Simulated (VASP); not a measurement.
Here is a VASP 6.6.1 calculation.

Contents of INCAR:

```
SYSTEM = Sb
ALGO = Normal ; EDIFF = 1E-6
ENCUT = 520 ; GGA = PE
ISIF = 2 ; ISMEAR = -1
LASPH = .True. ; LCHARG = .True.
LELF = .True. ; LREAL = .False.
LVHAR = .True. ; LWAVE = .False.
NBANDS = 8 ; NELM = 100
PREC = Accurate ; SIGMA = 0.13605693000000002
```

KPOINTS

```
k-points
0
Gamma
  12 12 12
  0 0 0
```

POSCAR

```
Sb
1.0
    0.0000000000      2.3984944261      2.3984944261
    2.3984944261      0.0000000000      2.3984944261
    2.3984944261      2.3984944261      0.0000000000
Sb
1
Direct
    0.0000000000      0.0000000000      0.0000000000
```

Potentials or basis: VASP PAW PBE potentials, release 64 (Sb).

Command:

```console
$ cat potpaw_PBE.64/Sb/POTCAR > POTCAR
$ mpirun -np 1 vasp_std > vasp.out
```

Question: Estimate the pressure.

Answer: -0.1 GPa.
